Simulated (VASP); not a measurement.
# CdSe (I4mm) in VASP: notebook

CdSe is run at these levels: PBE; tasks: single point.

Program: VASP 6.6.1. These are calculated values, not measurements. Logs are shortened: lines on timing, memory, paths and dates and some standing lists are left out, and cuts for length are marked.

### Step 1. The cell of the first run

The structure is tetragonal, space group I4mm (No. 107). The conventional cell has a = 4.064 Å, b = 4.064 Å, c = 5.748 Å, α = 90.00°, β = 90.00°, γ = 90.00°. Cd (site symmetry 4mm) has 6 Se at 2.67 to 3.07 Å within 3.5 Å. Se (site symmetry 4mm) has 6 Cd at 2.67 to 3.07 Å within 3.5 Å.

### Step 2. Single point, PBE

Input file INCAR:

```
PREC = Accurate
ENCUT = 520
EDIFF = 1E-7
ISMEAR = 0
SIGMA = 0.1
LREAL = F
LASPH = T
NELM = 80
ALGO = Normal
ISIF = 2
LWAVE = F
LCHARG = T
GGA = PE
LELF = T
LVHAR = T
NBANDS = 16
```

Input file KPOINTS:

```
Automatic mesh
0
Gamma
  1 1 1
```

Input file POSCAR:

```
CdSe
1.0
    0.0000000000      2.8739580000      2.8739580000
    2.8739580000      0.0000000000      2.8739580000
    2.8739580000      2.8739580000      0.0000000000
Cd Se
1 1
Direct
    0.0000000000      0.0000000000      0.0000000000
    0.5347952197      0.5347952197      0.4652047803
```

Potentials or basis: VASP PAW PBE potentials, release 64 (Cd, Se).

Started as:

```console
$ cat potpaw_PBE.64/Cd/POTCAR potpaw_PBE.64/Se/POTCAR > POTCAR
$ mpirun -np 1 vasp_gam > vasp.out
```

OUTCAR:

```text
PREC = Accurate
   ENCUT = 520
   EDIFF = 1E-7
   ISMEAR = 0
   LREAL = F
   LASPH = T
   NELM = 80
   ISIF = 2
   GGA = PE

 ion  position               nearest neighbor table
   1  0.000  0.000  0.000-   2 2.67   2 2.88   2 2.88   2 2.88   2 2.88   2 3.07
   2  0.535  0.535  0.465-   1 2.67   1 2.88   1 2.88   1 2.88   1 2.88   1 3.07

  LATTYP: Found a face centered cubic cell.
 ALAT       =     5.7479160000

  Lattice vectors:

 A1 = (   0.0000000000,   2.8739580000,   2.8739580000)
 A2 = (   2.8739580000,   0.0000000000,   2.8739580000)
 A3 = (   2.8739580000,   2.8739580000,   0.0000000000)

Analysis of symmetry for initial positions (statically):
=====================================================================
 Subroutine PRICEL returns:
 Original cell was already a primitive cell.

 Routine SETGRP: Setting up the symmetry group for a
 face centered cubic supercell.

 Subroutine GETGRP returns: Found  8 space group operations
 (whereof  8 operations were pure point group operations)
 out of a pool of 48 trial point group operations.

The static configuration has the point symmetry C_4v.

Analysis of symmetry for dynamics (positions and initial velocities):
=====================================================================
 Subroutine PRICEL returns:
 Original cell was already a primitive cell.

 Routine SETGRP: Setting up the symmetry group for a
 face centered cubic supercell.

 Subroutine GETGRP returns: Found  8 space group operations
 (whereof  8 operations were pure point group operations)
 out of a pool of 48 trial point group operations.

The dynamic configuration has the point symmetry C_4v.

 Subroutine INISYM returns: Found  8 space group operations
 (whereof  8 operations are pure point group operations),
 and found     1 'primitive' translations

----------------------------------------------------------------------------------------

                                     Primitive cell

  volume of cell :      47.4757

  direct lattice vectors                    reciprocal lattice vectors
     0.000000000  2.873958000  2.873958000    -0.173976098  0.173976098  0.173976098
     2.873958000  0.000000000  2.873958000     0.173976098 -0.173976098  0.173976098
     2.873958000  2.873958000  0.000000000     0.173976098  0.173976098 -0.173976098

  length of vectors
     4.064390381  4.064390381  4.064390381     0.301335442  0.301335442  0.301335442

  position of ions in fractional coordinates (direct lattice)
     0.000000000  0.000000000  0.000000000
     0.534795220  0.534795220  0.465204780

  ion indices of the primitive-cell ions
   primitive index   ion index
                 1           1
                 2           2

----------------------------------------------------------------------------------------

 KPOINTS: Automatic mesh

Automatic generation of k-mesh.
 Grid dimensions read from file:
 generate k-points for:    1    1    1

 Generating k-lattice:

  Cartesian coordinates                     Fractional coordinates (reciprocal lattice)
    -0.173976098  0.173976098  0.173976098     1.000000000  0.000000000  0.000000000
     0.173976098 -0.173976098  0.173976098     0.000000000  1.000000000  0.000000000
     0.173976098  0.173976098 -0.173976098     0.000000000  0.000000000  1.000000000

  Length of vectors
     0.301335442  0.301335442  0.301335442

  Shift w.r.t. Gamma in fractional coordinates (k-lattice)
     0.000000000  0.000000000  0.000000000

 Subroutine IBZKPT returns following result:
 ===========================================

 Found      1 irreducible k-points:

 Following reciprocal coordinates:
            Coordinates               Weight
  0.000000  0.000000  0.000000      1.000000
   k-points           NKPTS =      1   k-points in BZ     NKDIM =      1   number of bands    NBANDS=     16
   number of dos      NEDOS =    301   number of ions     NIONS =      2
   total plane-waves  NPLWV =  27000
   dimension x,y,z NGX =    30 NGY =   30 NGZ =   30
   dimension x,y,z NGXF=    60 NGYF=   60 NGZF=   60
   ions per type =               1   1
   NGX,Y,Z   is equivalent  to a cutoff of  12.27, 12.27, 12.27 a.u.
   NGXF,Y,Z  is equivalent  to a cutoff of  24.54, 24.54, 24.54 a.u.
 SYSTEM =  unknown system
   PREC   = accura    normal or accurate (medium, high low for compatibility)
   ISTART =      0    job   : 0-new  1-cont  2-samecut
   ICHARG =      2    charge: 1-file 2-atom 10-const
   ISPIN  =      1    spin polarized calculation?
   LNONCOLLINEAR =      F non collinear calculations
   LSORBIT =      F    spin-orbit coupling
   LASPH  =      T    aspherical Exc in radial PAW
   ENCUT  =  520.0 eV  38.22 Ry    6.18 a.u.   7.56  7.56  7.56*2*pi/ulx,y,z
   NELM   =     80;   NELMIN=  2; NELMDL= -5     # of ELM steps
   EDIFF  = 0.1E-06   stopping-criterion for ELM
   LREAL  =      F    real-space projection
   EDIFFG = 0.1E-05   stopping-criterion for IOM
   NSW    =      0    number of steps for IOM
   IBRION =     -1    ionic relax: 0-MD 1-quasi-New 2-CG
   NFREE  =      0    steps in history (QN), initial steepest desc. (CG)
   ISIF   =      2    stress and relaxation
   ISYM   =      2    0-nonsym 1-usesym 2-fastsym
   POTIM  = 0.5000    time-step for ionic-motion
   TEBEG  =    0.0;   TEEND  =   0.0 temperature during run
   PSTRESS=    0.0 pullay stress
   NELECT =      18.0000    total number of electrons
   NUPDOWN=      -1.0000    fix difference up-down
   EMIN   =  10.00;   EMAX   =-10.00  energy-range for DOS
   EFERMI =   0.00;   METHOD = LEGACY
   ISMEAR =     0;   SIGMA  =   0.10  broadening in eV -4-tet -1-fermi 0-gaus
   EFERMI_NEDOS =   21; number of points for ismear=-14 and -15
   IALGO  =     38    algorithm
   IMIX   =      4    mixing-type and parameters
     AMIX     =   0.40;   BMIX     =  1.00
     AMIX_MAG =   1.60;   BMIX_MAG =  1.00
  volume/ion in A,a.u.               =      23.74       160.19
  Fermi-wavevector in a.u.,A,eV,Ry     =   1.184882  2.239103 19.101849  1.403946
  Thomas-Fermi vector in A             =   2.321088
   LORBIT       =      0    0 simple, 1 ext, 2 COOP (PROOUT), +10 PAW based schemes
   GGA     = PE    functional components
   LHFCALC =     F    Hartree Fock is set to
   AEXX    =    0.0000 exact exchange contribution
   IVDW    =     0    specifies the selected vdW correction
   LEPSILON=     F    determine dielectric tensor
   LRPA    =     F    only Hartree local field effects (RPA)
 non-spin polarized calculation
 Gauss-broadening in eV      SIGMA  =   0.10
  energy-cutoff  :      520.00
  volume of cell :       47.48
 maximum number of plane-waves:       622
 NGX is ok and might be reduce to    30
   NGX = 15   NGY = 15   NGZ = 15

 number of electron      18.0000008 magnetization

 Free energy of the ion-electron system (eV)
  ---------------------------------------------------
  ext. energy  EPLUGINS =         0.00000000
  ---------------------------------------------------
  free energy    TOTEN  =         3.83915101 eV

  energy without entropy =        3.97956576  energy(sigma->0) =        3.90935838

 E-fermi :   2.7787     XC(G=0):  -9.6398

 val. band max:        2.6997634343   @ k =   0.0000   0.0000   0.0000
 cond. band min:       2.8016529640   @ k =   0.0000   0.0000   0.0000
 fundamental gap:      0.1018895297
 Fermi energy:         2.7787423627

 k-point     1 :       0.0000    0.0000    0.0000
  band No.  band energies     occupation
      1      -9.5269      2.00000
      2      -6.4151      2.00000
      3      -6.4149      2.00000
      4      -6.4149      2.00000
      5      -6.4122      2.00000
      6      -6.3908      2.00000
      7       2.6916      1.78211
      8       2.6998      1.73598
      9       2.6998      1.73598
     10       2.8017      0.74593
     11      10.9429      0.00000
     12      10.9429      0.00000
     13      11.3194      0.00000
     14      12.0250      0.00000
     15      12.3939      0.00000
     16      12.3939      0.00000

------------------------ aborting loop because EDIFF is reached ----------------------------------------

  FORCE on cell =-STRESS in cart. coord.  units (eV):
  Direction    XX          YY          ZZ          XY          YZ          ZX
  --------------------------------------------------------------------------------------
  -------------------------------------------------------------------------------------
  Total        9.5703972      9.5703972      9.7160224      0.0000000     -0.0000000      0.0000000
  in kB      322.9752894    322.9752894    327.8897511      0.0000000     -0.0000000      0.0000000
  external PRESSURE =     324.6134433 kB  Pullay stress =       0.0000000 kB

 VOLUME and BASIS-vectors are now :
 -----------------------------------------------------------------------------
  energy-cutoff  :      520.00
  volume of cell :       47.48
      direct lattice vectors                 reciprocal lattice vectors
     0.000000000  2.873958000  2.873958000    -0.173976098  0.173976098  0.173976098
     2.873958000  0.000000000  2.873958000     0.173976098 -0.173976098  0.173976098
     2.873958000  2.873958000  0.000000000     0.173976098  0.173976098 -0.173976098

 POSITION                                       TOTAL-FORCE (eV/Angst)
 -----------------------------------------------------------------------------------
      0.00000      0.00000      0.00000         0.000000      0.000000      1.796049
      2.87396      2.87396      3.07396         0.000000      0.000000     -1.796049
 -----------------------------------------------------------------------------------
    total drift:                                0.000000      0.000000      0.000284

  FREE ENERGIE OF THE ION-ELECTRON SYSTEM (eV)
  ---------------------------------------------------
  free  energy   TOTEN  =         3.8391510080 eV

  energy  without entropy=        3.9795657567  energy(sigma->0) =        3.90935838
```

It used 4.8 s of CPU time on 1 thread of AMD EPYC 7R13 Processor (Zen 3) (shared host).

What came out:

```yaml
Free_energy: 3.8392 eV
Pressure: 32.5 GPa
Largest_force: 1.796 eV/Å
Band_gap_on_the_k_mesh: 0.10 eV
```

Forces on the atoms (eV/Å):
```
Cd   0.000  0.000  1.796
Se   0.000  0.000 -1.796
```

Stress tensor (GPa, compression positive):
```
32.30  0.00  0.00
 0.00 32.30  0.00
 0.00  0.00 32.79
```

Levels at points of the mesh, in eV from the valence-band top:
```
           k point  band 6  band 7  band 8  band 9  band 10  band 11  band 12  band 13
(0.00, 0.00, 0.00)   -9.09   -0.01    0.00    0.00     0.10     8.24     8.24     8.62
```

Caveat: the k points lie up to 1.89 Å⁻¹ apart; forces of over 1 eV/Å act on the atoms, so gaps and moduli don't describe the material at rest. A k mesh can miss the band edges.

### Step 3. Single point, PBE

Input file INCAR:

```
PREC = Accurate
ENCUT = 520
EDIFF = 1E-7
ISMEAR = -5
SIGMA = 0.1
LREAL = False
LASPH = True
NELM = 80
ALGO = Normal
ISIF = 2
LWAVE = False
LCHARG = True
GGA = PE
LELF = True
LVHAR = True
NBANDS = 16
```

Input file KPOINTS:

```
Automatic mesh
0
Gamma
  4 4 4
```

Input file POSCAR:

```
CdSe
1.0
    0.0000000000      2.8739580000      2.8739580000
    2.8739580000      0.0000000000      2.8739580000
    2.8739580000      2.8739580000      0.0000000000
Cd Se
1 1
Direct
   -0.0869880492      0.0869880492      0.0869880492
    0.5000000000      0.5000000000      0.5000000000
```

Potentials or basis: VASP PAW PBE potentials, release 64 (Cd, Se).

Started as:

```console
$ cat potpaw_PBE.64/Cd/POTCAR potpaw_PBE.64/Se/POTCAR > POTCAR
$ mpirun -np 1 vasp_std > vasp.out
```

It took 10 s on 1 thread of Intel Xeon 6975P-C, shared host; peak memory 0.17 GiB.

Results (log left out):

```yaml
Free_energy: -4.7529 eV
Pressure: 7.1 GPa
Largest_force: 2.294 eV/Å
Band_gap_on_the_k_mesh: 0.08 eV, indirect (least direct gap 0.55 eV)
```

Forces on the atoms (eV/Å):
```
Cd  -2.294  0.000  0.000
Se   2.294  0.000  0.000
```

Stress tensor (GPa, compression positive):
```
21.96  0.00  0.00
 0.00 -0.28  0.00
 0.00  0.00 -0.28
```

Levels at points of the mesh, in eV from the valence-band top:
| k point | band 5 | band 6 | band 7 | band 8 | band 9 | band 10 | band 11 | band 12 | band 13 | band 14 |
| --- | --- | --- | --- | --- | --- | --- | --- | --- | --- | --- |
| (0.00, 0.00, 0.00) | -7.83 | -7.82 | -0.37 | -0.16 | -0.16 | 0.39 | 7.72 | 7.72 | 8.57 | 9.99 |
| (0.50, 0.00, 0.00) | -7.77 | -7.74 | -4.77 | -0.22 | 0.00 | 3.31 | 5.58 | 5.71 | 6.48 | 11.03 |
| (0.50, 0.50, 0.00) | -7.65 | -7.16 | -3.90 | -2.07 | -1.49 | 0.08 | 4.95 | 9.88 | 10.93 | 11.46 |
| (0.00, 0.50, 0.50) | -7.75 | -7.21 | -4.37 | -1.88 | -1.88 | 0.18 | 5.63 | 10.40 | 10.58 | 10.58 |

Caveat: the k points lie up to 0.47 Å⁻¹ apart; forces of over 1 eV/Å act on the atoms, so gaps and moduli don't describe the material at rest.
